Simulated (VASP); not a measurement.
A run of VASP 6.6.1:

The input INCAR:

```
SYSTEM = Al
PREC = Accurate ; ENCUT = 520
EDIFF = 1E-7 ; ISMEAR = 1
SIGMA = 0.1 ; LREAL = .False.
LASPH = .True. ; NELM = 100
ALGO = Normal ; ISIF = 2
LWAVE = .False. ; LCHARG = .True.
GGA = PS ; LELF = .True.
LVHAR = .True. ; NBANDS = 14
```

The input KPOINTS:

```
regular mesh
0
Gamma
  9 9 3
  0 0 0
```

POSCAR

```
Al
1.0
    2.6796731589      0.0000002736      0.0000000000
   -1.3398368164      2.3206648926      0.0000000000
    0.0000000000      0.0000000000      8.8065642377
Al
4
Direct
    0.0000000000      0.0000000000      0.0000000000
    0.3333333333      0.6666666667      0.2500000000
    0.0000000000      0.0000000000      0.5000000000
    0.6666666667      0.3333333333      0.7500000000
```

Potentials or basis: VASP PAW PBE potentials, release 64 (Al).

Run with:

```sh
$ cat potpaw_PBE.64/Al/POTCAR > POTCAR
$ mpirun -np 1 vasp_std > vasp.out
```

Hardware: 1 thread of Intel(R) Xeon(R) 6975P-C (Granite Rapids), on a shared host.

How long does it take, and how much memory?

Run time: 7.7 s on 1 thread of Intel(R) Xeon(R) 6975P-C (Granite Rapids) (shared host), peak memory 0.16 GiB. Counts: scf iterations 13, k points 24.
